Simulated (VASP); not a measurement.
A run of VASP 6.6.1 is set up as follows.

The input INCAR:

```
SYSTEM = Al
PREC = Accurate
ENCUT = 520
EDIFF = 1E-6
ISMEAR = 0
SIGMA = 0.15
LREAL = .False.
LASPH = .True.
NELM = 60
ALGO = Normal
ISIF = 2
LWAVE = .False.
LCHARG = .False.
GGA = PE
NBANDS = 8
```

KPOINTS

```
regular mesh
0
Gamma
  20 20 20
  0 0 0
```

The input POSCAR:

```
Al
1.0
   -1.5912186900      1.5971857601      1.5971857601
    1.5912186900     -1.5852516199      1.5852516199
    1.5912186900      1.5852516199     -1.5852516199
Al
1
Direct
    0.0000000000      0.0000000000      0.0000000000
```

Potentials or basis: VASP PAW PBE potentials, release 64 (Al).

Run with:

```sh
$ cat potpaw_PBE.64/Al/POTCAR > POTCAR
$ mpirun -np 1 vasp_std > vasp.out
```

Q: Estimate the pressure.

A: 3.8 GPa.

Stress tensor (GPa, compression positive):
```
 3.75  0.00  0.00
 0.00  3.77 -0.31
 0.00 -0.31  3.77
```

Caveat: the cell differs from its parent crystal (strain +0.0075 x Voigt [0, 0, 0, 1, 0, 0]).
